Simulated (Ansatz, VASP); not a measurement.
# Two plane-wave programs on Ti

```
Ti
1.0
     2.86377    0.00000    0.00000
    -1.43188    2.48009    0.00000
     0.00000    0.00000    4.53505
Ti
2
Direct
  0.33333 0.66667 0.25000
  0.66667 0.33333 0.75000
```

Alike in both runs: functional LDA; k mesh 18 × 18 × 10; occupations gaussian, width 0.1 eV; no spin polarisation.

Ansatz relaxed the structure, and its values are those at the end. VASP's run is a single point on that final structure, the one shown.

|  | VASP | Ansatz |
| --- | --- | --- |
| version | VASP 6.6.1 | Ansatz 0.2.0 |
| potentials or method | VASP PAW LDA potentials, release 64 (Ti_sv), cutoff 500 eV | scalar-relativistic, plane waves, PAW |
| valence electrons in the cell | 24 | 24 |

```csv
,VASP,Ansatz,Ansatz less VASP
gap on the k mesh at the Fermi level (eV),none,none,-
pressure (GPa),-0.1,0.0,+0.16
```

Ansatz warns that its potentials were made for another functional, while VASP's fit it. LDA's correlation is that of Perdew and Zunger in VASP and of Perdew and Wang (1992) in Ansatz. A gap of «none» marks a metal or a gap that the smearing closes.
